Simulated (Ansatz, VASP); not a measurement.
BaTiO3: VASP beside Ansatz

```
CELL_PARAMETERS angstrom
3.99229 0.00000 0.00000
0.00000 3.99229 0.00000
0.00000 0.00000 3.99229
ATOMIC_POSITIONS crystal
Ba 0.50000 0.50000 0.50000
Ti 0.00000 0.00000 0.00000
O 0.50000 0.00000 0.00000
O 0.00000 0.50000 0.00000
O 0.00000 0.00000 0.50000
```

Alike in both runs: functional PBE; dispersion D3(BJ); k mesh 6 × 6 × 6; occupations fermi-dirac, width 0.02 eV; no spin polarisation.

Ansatz relaxed the structure, and its values are those at the end. VASP's run is a single point on that final structure, the one shown.

|  | VASP | Ansatz |
| --- | --- | --- |
| version | VASP 6.6.1 | Ansatz 0.2.0 |
| potentials or method | VASP PAW PBE potentials, release 64 (Ba_sv, Ti_sv, O), cutoff 520 eV | plane waves, PAW |
| valence electrons in the cell | 40 | 40 |

```tsv
	VASP	Ansatz	Ansatz less VASP
pressure (GPa)	1.8	0.0	-1.80
```

Spin-orbit coupling is off throughout.
